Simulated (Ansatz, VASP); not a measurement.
Two plane-wave programs on Ag

```xyz
1
Lattice="-1.6969 1.6969 1.6969 1.6969 -1.6969 1.6969 1.6969 1.6969 -1.6969" Properties=species:S:1:pos:R:3 pbc="T T T"
Ag    0.0000    0.0000    0.0000
```

Alike in both runs: task single point; functional r2SCAN; k mesh 15 × 15 × 15; occupations fermi-dirac, width 0.1 eV; no spin polarisation.

|  | VASP | Ansatz |
| --- | --- | --- |
| version | VASP 6.6.1 | Ansatz 0.2.0 |
| potentials or method | VASP PAW PBE potentials, release 64 (Ag), cutoff 520 eV | plane waves (500 eV) with PAW, scalar-relativistic |
| valence electrons in the cell | 11 | 19 |

|  | VASP | Ansatz | Ansatz less VASP |
| --- | --- | --- | --- |
| pressure (GPa) | -8.4 | -8.4 | -0.02 |

VASP's potentials were made for PBE, not for r2SCAN. The functional is the same, so the differences come from potentials, cutoffs and numerics. VASP's potentials hold 11 valence electrons a cell and Ansatz's 19, so a difference there can come from the potentials and not from the codes.
